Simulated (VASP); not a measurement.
Crystal: Sn.

```
CELL_PARAMETERS angstrom
0.00000 3.23334 3.23334
3.23334 0.00000 3.23334
3.23334 3.23334 0.00000
ATOMIC_POSITIONS crystal
Sn 0.75000 0.75000 0.75000
Sn 0.50000 0.50000 0.50000
```

* Program: VASP 6.6.1
* Task: relaxation of cell and atoms
* Functional: revPBE
* Dispersion: D4
* Potentials or basis: VASP PAW PBE potentials, release 64 (Sn_d)
* Cutoff: 600 eV
* k mesh: 7 × 7 × 7
* Occupations: fermi-dirac, width 0.05 eV
* Spin: no spin polarisation

At the start: pressure 2.1 GPa; volume 33.80 Å³/atom.

How do energy, volume and symmetry change on relaxing?

Over 3 steps the energy falls by 10.0 meV/atom and the volume is 35.41 Å³/atom (+4.8 %); space group Fd-3m (No. 227, to 0.05 Å).

The path:
```
step  energy change (eV)  largest force (eV/Å)  pressure (GPa)  volume (Å³)
   1              0.0000                0.0000            2.10        67.61
   2             -0.0176                0.0000           -0.64        72.03
   3             -0.0201                0.0000            0.01        70.82
```

Final structure:
```
CELL_PARAMETERS angstrom
0.00000 3.28378 3.28378
3.28378 0.00000 3.28378
3.28378 3.28378 0.00000
ATOMIC_POSITIONS crystal
Sn 0.75000 0.75000 0.75000
Sn 0.50000 0.50000 0.50000
```

Caveat: the PAW data sets were made with another functional, which shifts forces and pressure a little; pairwise dispersion overbinds metals, which lowers pressure and volume.
